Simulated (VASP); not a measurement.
Si, 3 atoms in the cell. Symmetry: P6_422, No. 181, hexagonal system. Conventional cell: a = 3.906 Å, b = 3.906 Å, c = 4.117 Å, α = 90.00°, β = 90.00°, γ = 120.00°. Within 3.2 Å of Si (site symmetry 222) lie 4 Si at 2.39 Å. 

| Property | Result |
| --- | --- |
| Program | VASP 6.6.1 |
| Task | single point |
| Functional | PBE |
| Potentials or basis | VASP PAW PBE potentials, release 64 (Si) |
| Cutoff | 520 eV |
| k mesh | 15 × 15 × 12 |
| Occupations | gaussian, width 0.1 eV |
| Spin | no spin polarisation |
| Dipole correction | no |
| Further INCAR settings | ALGO = Normal; EDIFF = 1e-06; NBANDS = 13 |

Potentials or basis: VASP PAW PBE potentials, release 64 (Si).

The run is started by

```console
$ cat potpaw_PBE.64/Si/POTCAR > POTCAR
$ mpirun -np 1 vasp_std > vasp.out
```

Hardware: 1 thread of AMD EPYC 7R13 (shared host).

How long does it take, and how much memory?

Wall time 2.9 min on 1 thread of AMD EPYC 7R13, on a shared host, peak memory 0.2 GiB. Counts: scf iterations 11, k points 189.
